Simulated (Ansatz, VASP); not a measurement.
## AlN in VASP and in Ansatz

```xyz
4
Lattice="3.1067 0.0000 0.0000 -1.5533 2.6905 0.0000 0.0000 0.0000 4.9784" Properties=species:S:1:pos:R:3 pbc="T T T"
Al    0.3183    1.7834   -0.0181
Al    1.5225    0.7966    2.4794
N     0.0400    1.7341    1.9614
N     1.2258    1.0668    4.3891
```

Change from the starting cell: all atoms moved at random (sigma 0.22 Å a component).

Alike in both runs: task single point; functional r2SCAN; k mesh 12 × 12 × 6; occupations gaussian, width 0.05 eV; no spin polarisation.

```csv
,VASP,Ansatz
version,VASP 6.6.1,Ansatz 0.2.0
potentials or method,"VASP PAW PBE potentials, release 64 (Al, N), cutoff 520 eV","scalar-relativistic, plane waves, PAW"
valence electrons in the cell,16,16
```

Ansatz gave:

```
gap on the k mesh at the Fermi level (eV) : 4.34
least direct gap on the mesh (eV)         : 4.34
rms of the force components (eV/Å)        : 17.500
```

Task: Which values does VASP return?

Result: gap on the k mesh at the Fermi level (eV): 4.34; least direct gap on the mesh (eV): 4.34; rms of the force components (eV/Å): 16.940.

VASP's potentials were made for PBE, not for r2SCAN. Atom by atom the forces differ by 0.562 eV/Å (rms over components). The functional is the same, so the differences come from potentials, cutoffs and numerics.
